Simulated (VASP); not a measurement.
# SnTe (R3m) in VASP: notebook

The runs below take SnTe through single point, with PBE+D3(BJ).

Everything below comes from runs of VASP 6.6.1. Logs are shortened: lines on timing, memory, paths and dates and some standing lists are left out, and cuts for length are marked.

### 1 The cell of the first run

It takes space group R3m (No. 160, trigonal). The conventional cell has a = 5.411 Å, b = 5.411 Å, c = 6.627 Å, α = 90.00°, β = 90.00°, γ = 120.00°. Within 3.9 Å of Sn (site symmetry 3m) lie 8 Te at 2.81 to 3.81 Å and 6 Sn at 3.83 Å. Within 3.9 Å of Te (site symmetry 3m) lie 8 Sn at 2.81 to 3.81 Å and 6 Te at 3.83 Å.

### 2 Single point, PBE+D3(BJ)

The input, INCAR:

```
SYSTEM = SnTe
PREC = Accurate
ENCUT = 520
EDIFF = 1E-6
ISMEAR = 0
SIGMA = 0.15
LREAL = .False.
LASPH = .True.
NELM = 80
ALGO = Normal
ISIF = 2
LWAVE = .False.
LCHARG = .True.
GGA = PE
IVDW = 12
LELF = .True.
LVHAR = .True.
NBANDS = 17
```

The input, KPOINTS:

```
regular mesh
0
Gamma
  16 16 16
  0 0 0
```

The input, POSCAR:

```
SnTe
1.0
    3.8258851498      0.0000000000      0.0000000000
    0.0000000000      3.8258851498      0.0000000000
    0.0000000000      0.0000000000      3.8258851498
Sn Te
1 1
Direct
    0.0754531627      0.0754531627      0.0754531627
    0.5000000000      0.5000000000      0.5000000000
```

Potentials or basis: VASP PAW PBE potentials, release 64 (Sn_d, Te).

Run with:

```sh
> cat potpaw_PBE.64/Sn_d/POTCAR potpaw_PBE.64/Te/POTCAR > POTCAR
> mpirun -np 1 vasp_std > vasp.out
```

OUTCAR:

```text
SYSTEM = SnTe
   PREC = Accurate
   ENCUT = 520
   EDIFF = 1E-6
   ISMEAR = 0
   LREAL = .False.
   LASPH = .True.
   NELM = 80
   ISIF = 2
   GGA = PE
   IVDW = 12
 IVDW          = 12

 ion  position               nearest neighbor table
   1  0.075  0.075  0.075-   2 2.81   2 3.18   2 3.18   2 3.18   2 3.51   2 3.51   2 3.51
   2  0.500  0.500  0.500-   1 2.81   1 3.18   1 3.18   1 3.18   1 3.51   1 3.51   1 3.51

  LATTYP: Found a simple cubic cell.
 ALAT       =     3.8258851498

  Lattice vectors:

 A1 = (   3.8258851498,   0.0000000000,   0.0000000000)
 A2 = (   0.0000000000,   3.8258851498,   0.0000000000)
 A3 = (   0.0000000000,   0.0000000000,   3.8258851498)

Analysis of symmetry for initial positions (statically):
=====================================================================
 Subroutine PRICEL returns:
 Original cell was already a primitive cell.

 Routine SETGRP: Setting up the symmetry group for a
 simple cubic supercell.

 Subroutine GETGRP returns: Found  6 space group operations
 (whereof  6 operations were pure point group operations)
 out of a pool of 48 trial point group operations.

The static configuration has the point symmetry C_3v.

Analysis of symmetry for dynamics (positions and initial velocities):
=====================================================================
 Subroutine PRICEL returns:
 Original cell was already a primitive cell.

 Routine SETGRP: Setting up the symmetry group for a
 simple cubic supercell.

 Subroutine GETGRP returns: Found  6 space group operations
 (whereof  6 operations were pure point group operations)
 out of a pool of 48 trial point group operations.

The dynamic configuration has the point symmetry C_3v.

 Subroutine INISYM returns: Found  6 space group operations
 (whereof  6 operations are pure point group operations),
 and found     1 'primitive' translations

----------------------------------------------------------------------------------------

                                     Primitive cell

  volume of cell :      56.0010

  direct lattice vectors                    reciprocal lattice vectors
     3.825885150  0.000000000  0.000000000     0.261377423  0.000000000  0.000000000
     0.000000000  3.825885150  0.000000000     0.000000000  0.261377423  0.000000000
     0.000000000  0.000000000  3.825885150     0.000000000  0.000000000  0.261377423

  length of vectors
     3.825885150  3.825885150  3.825885150     0.261377423  0.261377423  0.261377423

  position of ions in fractional coordinates (direct lattice)
     0.075453163  0.075453163  0.075453163
     0.500000000  0.500000000  0.500000000

  ion indices of the primitive-cell ions
   primitive index   ion index
                 1           1
                 2           2

----------------------------------------------------------------------------------------

 KPOINTS: regular mesh

Automatic generation of k-mesh.
 Grid dimensions read from file:
 generate k-points for:   16   16   16

 Generating k-lattice:

  Cartesian coordinates                     Fractional coordinates (reciprocal lattice)
     0.016336089  0.000000000  0.000000000     0.062500000  0.000000000  0.000000000
     0.000000000  0.016336089  0.000000000     0.000000000  0.062500000  0.000000000
     0.000000000  0.000000000  0.016336089     0.000000000  0.000000000  0.062500000

  Length of vectors
     0.016336089  0.016336089  0.016336089

  Shift w.r.t. Gamma in fractional coordinates (k-lattice)
     0.000000000  0.000000000  0.000000000

 Subroutine IBZKPT returns following result:
 ===========================================

 Found    417 irreducible k-points:

 Following reciprocal coordinates:
            Coordinates               Weight
  0.000000  0.000000  0.000000      1.000000
  0.062500  0.000000  0.000000      6.000000
  0.125000  0.000000  0.000000      6.000000
  0.187500  0.000000  0.000000      6.000000
  0.250000  0.000000  0.000000      6.000000
  0.312500  0.000000  0.000000      6.000000
[... 16 lines left out ...]
 -0.062500  0.437500  0.000000     12.000000
  0.500000  0.062500  0.000000     12.000000
 [... further k-points ...]
   k-points           NKPTS =    417   k-points in BZ     NKDIM =    417   number of bands    NBANDS=     17
   number of dos      NEDOS =    301   number of ions     NIONS =      2
   total plane-waves  NPLWV =  21952
   dimension x,y,z NGX =    28 NGY =   28 NGZ =   28
   dimension x,y,z NGXF=    56 NGYF=   56 NGZF=   56
   ions per type =               1   1
   NGX,Y,Z   is equivalent  to a cutoff of  12.17, 12.17, 12.17 a.u.
   NGXF,Y,Z  is equivalent  to a cutoff of  24.33, 24.33, 24.33 a.u.
 SYSTEM =  SnTe
   PREC   = accura    normal or accurate (medium, high low for compatibility)
   ISTART =      0    job   : 0-new  1-cont  2-samecut
   ICHARG =      2    charge: 1-file 2-atom 10-const
   ISPIN  =      1    spin polarized calculation?
   LNONCOLLINEAR =      F non collinear calculations
   LSORBIT =      F    spin-orbit coupling
   LASPH  =      T    aspherical Exc in radial PAW
   ENCUT  =  520.0 eV  38.22 Ry    6.18 a.u.   7.11  7.11  7.11*2*pi/ulx,y,z
   NELM   =     80;   NELMIN=  2; NELMDL= -5     # of ELM steps
   EDIFF  = 0.1E-05   stopping-criterion for ELM
   LREAL  =      F    real-space projection
   EDIFFG = 0.1E-04   stopping-criterion for IOM
   NSW    =      0    number of steps for IOM
   IBRION =     -1    ionic relax: 0-MD 1-quasi-New 2-CG
   NFREE  =      0    steps in history (QN), initial steepest desc. (CG)
   ISIF   =      2    stress and relaxation
   ISYM   =      2    0-nonsym 1-usesym 2-fastsym
   POTIM  = 0.5000    time-step for ionic-motion
   TEBEG  =    0.0;   TEEND  =   0.0 temperature during run
   PSTRESS=    0.0 pullay stress
   NELECT =      20.0000    total number of electrons
   NUPDOWN=      -1.0000    fix difference up-down
   EMIN   =  10.00;   EMAX   =-10.00  energy-range for DOS
   EFERMI =   0.00;   METHOD = LEGACY
   ISMEAR =     0;   SIGMA  =   0.15  broadening in eV -4-tet -1-fermi 0-gaus
   EFERMI_NEDOS =   21; number of points for ismear=-14 and -15
   IALGO  =     38    algorithm
   IMIX   =      4    mixing-type and parameters
     AMIX     =   0.40;   BMIX     =  1.00
     AMIX_MAG =   1.60;   BMIX_MAG =  1.00
  volume/ion in A,a.u.               =      28.00       188.96
  Fermi-wavevector in a.u.,A,eV,Ry     =   1.161501  2.194919 18.355408  1.349084
  Thomas-Fermi vector in A             =   2.298072
   LORBIT       =      0    0 simple, 1 ext, 2 COOP (PROOUT), +10 PAW based schemes
   GGA     = PE    functional components
   LHFCALC =     F    Hartree Fock is set to
   AEXX    =    0.0000 exact exchange contribution
   IVDW    =    12    specifies the selected vdW correction
   LEPSILON=     F    determine dielectric tensor
   LRPA    =     F    only Hartree local field effects (RPA)
 non-spin polarized calculation
 Gauss-broadening in eV      SIGMA  =   0.15
  energy-cutoff  :      520.00
  volume of cell :       56.00
 maximum number of plane-waves:      1528
   NGX = 15   NGY = 15   NGZ = 15

 number of electron      20.0000000 magnetization

 Free energy of the ion-electron system (eV)
  ---------------------------------------------------
  ext. energy  EPLUGINS =         0.00000000
  ---------------------------------------------------
  free energy    TOTEN  =        -6.98241780 eV

  energy without entropy =       -6.96981151  energy(sigma->0) =       -6.97611465

 E-fermi :   7.8066     XC(G=0): -10.0950

 val. band max:        7.8058872609   @ k =   0.5000   0.3125   0.2500
 cond. band min:       7.8162392687   @ k =  -0.0625   0.4375   0.0000
 fundamental gap:      0.0103520078
 Fermi energy:         7.8066184909

 k-point     1 :       0.0000    0.0000    0.0000
  band No.  band energies     occupation
      1     -13.7578      2.00000
      2     -13.7578      2.00000
      3     -13.7096      2.00000
      4     -13.7096      2.00000
      5     -13.7036      2.00000
      6      -5.1560      2.00000
[... 9 lines left out ...]
     16      18.7785      0.00000
     17      18.8813      0.00000

 k-point     2 :       0.0625    0.0000    0.0000
  band No.  band energies     occupation
      1     -13.7578      2.00000
      2     -13.7564      2.00000
      3     -13.7101      2.00000
      4     -13.7096      2.00000
      5     -13.7040      2.00000
      6      -5.1232      2.00000
[... 9 lines left out ...]
     16      18.5617      0.00000
     17      18.6169      0.00000

 k-point     3 :       0.1250    0.0000    0.0000
  band No.  band energies     occupation
      1     -13.7578      2.00000
      2     -13.7527      2.00000
      3     -13.7113      2.00000
      4     -13.7095      2.00000
      5     -13.7049      2.00000
      6      -5.0259      2.00000
[... 9 lines left out ...]
     16      18.0048      0.00000
     17      18.3988      0.00000

 k-point     4 :       0.1875    0.0000    0.0000
  band No.  band energies     occupation
      1     -13.7578      2.00000
      2     -13.7474      2.00000
      3     -13.7131      2.00000
      4     -13.7100      2.00000
      5     -13.7054      2.00000
      6      -4.8685      2.00000
[... 9 lines left out ...]
     16      17.1086      0.00000
     17      18.4076      0.00000
[... 343 lines left out ...]
      1     -13.7576      2.00000
      2     -13.7353      2.00000
      3     -13.7198      2.00000
      4     -13.7131      2.00000
      5     -13.6977      2.00000
      6      -3.9389      2.00000
[... 9 lines left out ...]
     16      18.5859      0.00000
     17      18.8545      0.00000

 k-point    23 :      -0.0625    0.4375    0.0000
  band No.  band energies     occupation
      1     -13.7575      2.00000
      2     -13.7354      2.00000
      3     -13.7199      2.00000
      4     -13.7130      2.00000
      5     -13.6977      2.00000
      6      -3.9392      2.00000
[... 9 lines left out ...]
     16      18.5662      0.00000
     17      18.8760      0.00000

 k-point    24 :       0.5000    0.0625    0.0000
  band No.  band energies     occupation
      1     -13.7577      2.00000
      2     -13.7352      2.00000
      3     -13.7203      2.00000
      4     -13.7130      2.00000
      5     -13.6968      2.00000
      6      -3.8605      2.00000
[... 9 lines left out ...]
     16      18.7639      0.00000
     17      19.2081      0.00000

 [... further k-points ...]

------------------------ aborting loop because EDIFF is reached ----------------------------------------

 Edisp (eV)   -0.88802

 E8    (eV) :    -0.4150

  FORCE on cell =-STRESS in cart. coord.  units (eV):
  Direction    XX          YY          ZZ          XY          YZ          ZX
  --------------------------------------------------------------------------------------
  -------------------------------------------------------------------------------------
  Total       1.32274     1.32274     1.32274     0.78064     0.78064     0.78064
  in kB      37.84332    37.84332    37.84332    22.33391    22.33391    22.33391
  external pressure =       37.84 kB  Pullay stress =        0.00 kB

 VOLUME and BASIS-vectors are now :
 -----------------------------------------------------------------------------
  energy-cutoff  :      520.00
  volume of cell :       56.00
      direct lattice vectors                 reciprocal lattice vectors
     3.825885150  0.000000000  0.000000000     0.261377423  0.000000000  0.000000000
     0.000000000  3.825885150  0.000000000     0.000000000  0.261377423  0.000000000
     0.000000000  0.000000000  3.825885150     0.000000000  0.000000000  0.261377423

 POSITION                                       TOTAL-FORCE (eV/Angst)
 -----------------------------------------------------------------------------------
      0.28868      0.28868      0.28868        -0.425670     -0.425670     -0.425670
      1.91294      1.91294      1.91294         0.425670      0.425670      0.425670
 -----------------------------------------------------------------------------------
    total drift:                                0.000525      0.000525      0.000532

  FREE ENERGIE OF THE ION-ELECTRON SYSTEM (eV)
  ---------------------------------------------------
  free  energy   TOTEN  =        -7.8704398450 eV

  energy  without entropy=       -7.8578335522  energy(sigma->0) =       -7.86413670
```

It took 5.1 min on 1 thread of Intel Xeon 8259CL, shared host; peak memory 0.49 GiB.

What came out:

```yaml
Free_energy: -7.8704 eV
Pressure: 3.8 GPa
Largest_force: 0.737 eV/Å
Band_gap_on_the_k_mesh: zero (bands 10 and 11 overlap by 1.62 eV)
Dispersion_energy_per_atom: -0.444 eV
```

Forces on the atoms (eV/Å):
```
Sn  -0.426 -0.426 -0.426
Te   0.426  0.426  0.426
```

Stress tensor (GPa, compression positive):
```
3.78 2.23 2.23
2.23 3.78 2.23
2.23 2.23 3.78
```

Levels at points of the mesh, in eV from the Fermi level:
| k point | band 7 | band 8 | band 9 | band 10 | band 11 | band 12 | band 13 | band 14 |
| --- | --- | --- | --- | --- | --- | --- | --- | --- |
| (0.00, 0.00, 0.00) | -4.94 | -2.06 | -1.80 | -1.80 | 2.63 | 2.63 | 6.43 | 6.65 |
| (0.50, 0.00, 0.00) | -8.37 | -0.95 | -0.49 | -0.07 | 1.02 | 2.50 | 2.80 | 5.04 |
| (0.50, 0.50, 0.00) | -6.94 | -5.23 | -4.47 | 0.15 | 3.22 | 4.07 | 4.13 | 6.26 |
| (0.50, 0.50, 0.50) | -5.51 | -3.70 | -3.48 | -3.48 | -1.09 | -1.09 | -0.20 | 13.87 |

Caveat: the cell differs from its parent crystal (all Sn atoms moved -0.500 Å, as atom 1 towards its neighbour atom 2 (Te) at 3.313 Å); the cell stands under pressure; spin-orbit coupling is left out, which moves the levels of the heavy elements.

### 3 Single point, PBE+D3(BJ)

The input, INCAR:

```
SYSTEM = SnTe
PREC     = Accurate       ! precision mode
ENCUT    = 520            ! plane-wave cutoff, eV
EDIFF    = 1E-6           ! SCF threshold, eV
ISMEAR   = 0              ! smearing method
SIGMA    = 0.15           ! smearing width, eV
LREAL    = .False.        ! projectors in reciprocal space
LASPH    = .True.         ! aspherical terms in the spheres
NELM     = 80             ! most SCF steps
ALGO     = Normal         ! electronic algorithm
ISIF     = 2              ! what is computed and relaxed
LWAVE    = .False.        ! write WAVECAR
LCHARG   = .False.        ! write CHGCAR
GGA      = PE             ! functional
IVDW     = 12             ! dispersion correction
NBANDS   = 17             ! bands
```

KPOINTS is that of step 2.

POSCAR: that of step 2 with these lines changed.

```diff
@@ -8,3 +8,3 @@
 Direct
-    0.0754531627      0.0754531627      0.0754531627
+   -0.0565898720     -0.0565898720     -0.0565898720
     0.5000000000      0.5000000000      0.5000000000
```

Potentials or basis: VASP PAW PBE potentials, release 64 (Sn_d, Te).

Run with:

```sh
> cat potpaw_PBE.64/Sn_d/POTCAR potpaw_PBE.64/Te/POTCAR > POTCAR
> mpirun -np 1 vasp_std > vasp.out
```

Wall time 5.6 min (1 thread of Intel Xeon 8259CL, shared host); peak memory 0.5 GiB.

Results (log left out):

```
Free energy                : -7.9317 eV
Pressure                   : 1.9 GPa
Largest force              : 0.294 eV/Å
Band gap on the k mesh     : zero (bands 10 and 11 overlap by 1.78 eV)
Dispersion energy per atom : -0.444 eV
```

Forces on the atoms (eV/Å):
```
Sn   0.170  0.170  0.170
Te  -0.170 -0.170 -0.170
```

Stress tensor (GPa, compression positive):
```
1.91 1.09 1.09
1.09 1.91 1.09
1.09 1.09 1.91
```

Levels at points of the mesh, in eV from the Fermi level:
```csv
k point,band 6,band 7,band 8,band 9,band 10,band 11,band 12,band 13,band 14,band 15
"(0.00, 0.00, 0.00)",-12.86,-5.01,-1.98,-1.82,-1.82,2.94,2.94,6.14,6.32,6.32
"(0.50, 0.00, 0.00)",-11.56,-8.41,-0.72,-0.40,0.02,0.80,2.42,2.56,5.12,6.21
"(0.50, 0.50, 0.00)",-10.60,-6.77,-5.18,-4.71,0.24,3.39,3.99,4.07,6.20,7.39
"(0.50, 0.50, 0.50)",-9.95,-5.32,-3.59,-3.32,-3.32,-1.25,-1.25,-0.65,14.07,14.43
```

Caveat: the cell differs from its parent crystal (all Sn atoms moved +0.375 Å, as atom 1 towards its neighbour atom 2 (Te) at 3.313 Å); spin-orbit coupling is left out, which moves the levels of the heavy elements.

(Continued in part 2 of 2.)
